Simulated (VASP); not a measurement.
KZnF3: single point with PBE

Crystal: KZnF3.

```
K Zn F
1.0
     4.12018    0.00000    0.00000
     0.00000    4.12018    0.00000
     0.00000    0.00000    4.12018
K Zn F
1 1 3
Direct
  0.50000 0.50000 0.50000
  0.00000 0.00000 0.00000
  0.00000 0.50000 0.00000
  0.00000 0.00000 0.50000
  0.50000 0.00000 0.00000
```

```json
{
  "Program": "VASP 6.6.1",
  "Task": "single point",
  "Functional": "PBE",
  "Potentials or basis": "VASP PAW PBE potentials, release 64 (K_sv, Zn, F)",
  "Cutoff": "520 eV",
  "k mesh": "6 × 6 × 6",
  "Occupations": "gaussian, width 0.1 eV",
  "Spin": "no spin polarisation"
}
```

```
Pressure               : 0.6 GPa
Band gap on the k mesh : 3.66 eV (least direct gap 5.23 eV)
```

Levels at points of the mesh, in eV from the valence-band top:
```
           k point  band 19  band 20  band 21  band 22  band 23  band 24
(0.00, 0.00, 0.00)    -1.56    -1.56    -1.56     3.66     8.91     8.91
(0.50, 0.00, 0.00)    -1.55    -1.49    -1.49     6.31     8.25     9.80
(0.50, 0.50, 0.00)    -1.57    -1.23     0.00     7.81     9.99     9.99
(0.50, 0.50, 0.50)    -1.21     0.00     0.00     8.49     8.49     8.49
```

It took 55 s on 1 thread of Intel(R) Xeon(R) Platinum 8259CL CPU @ 2.50GHz (Skylake/Cascade Lake) (shared host), peak memory 0.19 GiB.

A k mesh can miss the band edges.
